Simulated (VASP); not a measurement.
Runs of VASP 6.6.1 on Bi. The structure is that of space group Im-3m (No. 229), or close to it. The cells are those of the table. This isn't the form of Bi at room conditions, which is rhombohedral.

```tsv
cell	further INCAR settings	gap on the mesh (eV)	pressure (GPa)
a = 3.329 Å, angles 109.5°, 1 atom	ALGO = Fast; EDIFF = 1e-07; NBANDS = 14	none	(a)
a = 3.433 Å, angles 108.3, 108.3, 111.9°, 1 atom	ALGO = Fast; EDIFF = 1e-06; NBANDS = 14	none	-3.1
a = 3.363 Å, angles 109.1, 109.1, 110.3°, 1 atom	ALGO = Fast; EDIFF = 1e-06; NBANDS = 14	none	0.2
a = 3.398 Å, angles 108.7, 108.7, 111.1°, 1 atom	ALGO = Fast; EDIFF = 1e-06; NBANDS = 14	none	-1.5
```

Alike in all rows: task single point; level LDA; potentials or basis VASP PAW LDA potentials, release 64 (Bi_d); no spin polarisation; k mesh 18 × 18 × 18; cutoff (eV) 520; smearing gaussian 0.15 eV.

Task: Fill in the values left out.

Result: (a) 2.3.

Caveats: spin-orbit coupling is left out, which moves the levels of the heavy elements; the cell stands under tension (at least some runs).

A k mesh can miss the band edges, and the runs leave out spin-orbit coupling on Bi.

A gap of «none» marks levels without a gap at the run's occupations.
